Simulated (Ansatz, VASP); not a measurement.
**Au in VASP and in Ansatz**

```xyz
2
Lattice="2.8652 0.0000 0.0000 -1.4326 2.4813 0.0000 0.0000 0.0000 4.7906" Properties=species:S:1:pos:R:3 pbc="T T T"
Au    0.0000    1.6542    3.5929
Au    1.4326    0.8271    1.1976
```

Alike in both runs: functional PBEsol; k mesh 18 × 18 × 10; occupations gaussian, width 0.1 eV; no spin polarisation.

Ansatz relaxed the structure, and its values are those at the end. VASP's run is a single point on that final structure, the one shown.

|  | VASP | Ansatz |
| --- | --- | --- |
| version | VASP 6.6.1 | Ansatz 0.2.0 |
| potentials or method | VASP PAW PBE potentials, release 64 (Au), cutoff 520 eV | scalar-relativistic, plane waves, PAW |
| valence electrons in the cell | 22 | 38 |

```tsv
	VASP	Ansatz	Ansatz less VASP
gap on the k mesh at the Fermi level (eV)	none	none	-
pressure (GPa)	-0.2	0.0	+0.21
```

VASP's potentials were made for PBE, not for PBEsol. A gap of «none» marks a metal or a gap that the smearing closes. VASP's potentials hold 22 valence electrons a cell and Ansatz's 38, so a difference there can come from the potentials and not from the codes.

Spin-orbit coupling is off throughout.
